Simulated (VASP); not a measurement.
## Cu3N: single point with PBE

Cu3N:

```xyz
4
Lattice="3.8270 0.0000 0.0000 0.0000 3.8270 0.0000 0.0000 0.0000 3.8270" Properties=species:S:1:pos:R:3 pbc="T T T"
Cu    1.9135    0.0000    0.0000
Cu    0.0000    1.9135    0.0000
Cu    0.0000    0.0000    1.9135
N     0.0000    0.0000    0.0000
```

- Program: VASP 6.6.1
- Task: single point
- Functional: PBE
- Potentials or basis: VASP PAW PBE potentials, release 64 (Cu, N)
- Cutoff: 600 eV
- k mesh: 10 × 10 × 10
- Occupations: gaussian, width 0.01 eV
- Spin: no spin polarisation
- Dipole correction: no
- Further INCAR settings: ALGO = Normal; EDIFF = 1e-06; NBANDS = 27

The pressure is 0.8 GPa and the band gap on the k mesh is 0.25 eV (least direct gap 0.78 eV).

Levels at points of the mesh, in eV from the valence-band top:
```csv
k point,band 15,band 16,band 17,band 18,band 19,band 20,band 21,band 22,band 23,band 24
"(0.00, 0.00, 0.00)",-2.31,-1.79,-1.79,-1.79,-1.76,0.97,5.25,5.25,6.60,6.60
"(0.50, 0.00, 0.00)",-2.30,-2.14,-1.79,-1.38,-1.38,1.54,3.33,6.71,7.19,7.19
"(0.50, 0.50, 0.00)",-2.36,-2.10,-1.05,-1.05,-0.67,0.25,3.53,4.81,4.81,8.17
"(0.50, 0.50, 0.50)",-1.83,-1.83,0.00,0.00,0.00,0.87,0.87,0.87,6.15,7.95
```

Run time: 57 s on 1 thread of AMD EPYC 9R45 96-Core Processor (Zen 5), with other jobs on the host, peak memory 0.19 GiB.

A k mesh can miss the band edges.
